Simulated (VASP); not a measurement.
Here is a VASP 6.6.1 calculation.

INCAR

```
  PREC = Accurate
  ENCUT = 600
  EDIFF = 1E-6
  ISMEAR = -1
  SIGMA = 0.05
  LREAL = F
  LASPH = T
  NELM = 100
  ALGO = Normal
  ISIF = 3
  LWAVE = F
  LCHARG = F
  GGA = PS
  IBRION = 2
  NSW = 60
  EDIFFG = -0.01
  PSTRESS = 300.0
```

File KPOINTS:

```
Automatic mesh
0
Gamma
  10 10 6
```

File POSCAR:

```
CuO
1.0
    3.1795331000      0.0000000000      0.0000000000
   -1.5897665500      2.7535564400      0.0000000000
    0.0000000000      0.0000000000      4.4314907300
Cu O
2 2
Direct
    0.0000000000      0.0000000000      0.0000000000
    0.0000000000      0.0000000000      0.5000000000
    0.3333333333      0.6666666667      0.2500000000
    0.6666666667      0.3333333333      0.7500000000
```

Potentials or basis: VASP PAW PBE potentials, release 64 (Cu, O).

The run is started by

```bash
$ cat potpaw_PBE.64/Cu/POTCAR potpaw_PBE.64/O/POTCAR > POTCAR
$ mpirun -np 1 vasp_std > vasp.out
```

Q: Estimate the space group after relaxing (to 0.1 Å).

A: P6_3/mmc (No. 194).

Q: Estimate the relaxed volume.

A: 8.23 Å³/atom.

Q: Estimate the band gap on the k mesh.

A: Zero (bands 17 and 18 overlap by 1.18 eV).

Final structure:
```xyz
4
Lattice="2.7757 0.0000 0.0000 -1.3878 2.4038 0.0000 0.0000 0.0000 4.9314" Properties=species:S:1:pos:R:3 pbc="T T T"
Cu    2.7757    0.0000    0.0000
Cu    2.7757    0.0000    2.4657
O     0.0000    1.6025    1.2329
O     1.3878    0.8013    3.6986
```

Caveat: the cell is relaxed towards a set pressure, so the run minimises the enthalpy, not the energy; the volume moved by over 15 % at a fixed basis, so the end points are rough; the PAW data sets were made with another functional, which shifts forces and pressure a little; semilocal functionals often make such compounds metallic where correlation or magnetic order opens a gap, which also shifts bond lengths. With open d or f shells a metallic result of PBEsol can be an artefact of self-interaction; +U or a hybrid may open a gap.
